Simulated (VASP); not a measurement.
# WS2: single point with PBE+D3(BJ)

The system is WS2, a slab with vacuum.

```
CELL_PARAMETERS angstrom
3.16000 0.00000 0.00000
-1.58000 2.73664 0.00000
0.00000 0.00000 32.29109
ATOMIC_POSITIONS crystal
S 0.33333 0.66667 0.45247
S 0.33333 0.66667 0.54754
W 0.66667 0.33333 0.50001
```

```
Program             : VASP 6.6.1
Task                : single point
Functional          : PBE
Dispersion          : D3(BJ)
Potentials or basis : VASP PAW PBE potentials, release 64 (S, W_sv)
Cutoff              : 520 eV
k mesh              : 12 × 12 × 1
Occupations         : gaussian, width 0.02 eV
Spin                : no spin polarisation
```

```yaml
Largest_force: 0.860 eV/Å
Band_gap_on_the_k_mesh: 1.76 eV, indirect (least direct gap 1.82 eV)
Dispersion_energy_per_atom: -0.313 eV
```

Forces on the atoms (eV/Å):
```
S    0.000  0.000 -0.860
S    0.000  0.000  0.860
W    0.000  0.000  0.000
```

Levels at points of the mesh, in eV from the valence-band top:
```csv
k point,band 9,band 10,band 11,band 12,band 13,band 14,band 15,band 16,band 17,band 18
"(0.00, 0.00, 0.00)",-3.08,-2.11,-1.77,-1.77,0.00,2.93,2.93,3.18,3.18,5.04
"(0.50, 0.00, 0.00)",-4.59,-3.61,-2.13,-1.37,-0.97,2.89,3.38,4.15,4.93,5.16
```

Wall time 92 s on 1 thread of Intel(R) Xeon(R) Platinum 8488C (Sapphire Rapids) (shared host), peak memory 0.41 GiB.

Caveat: spin-orbit coupling is left out, which moves the levels of the heavy elements.
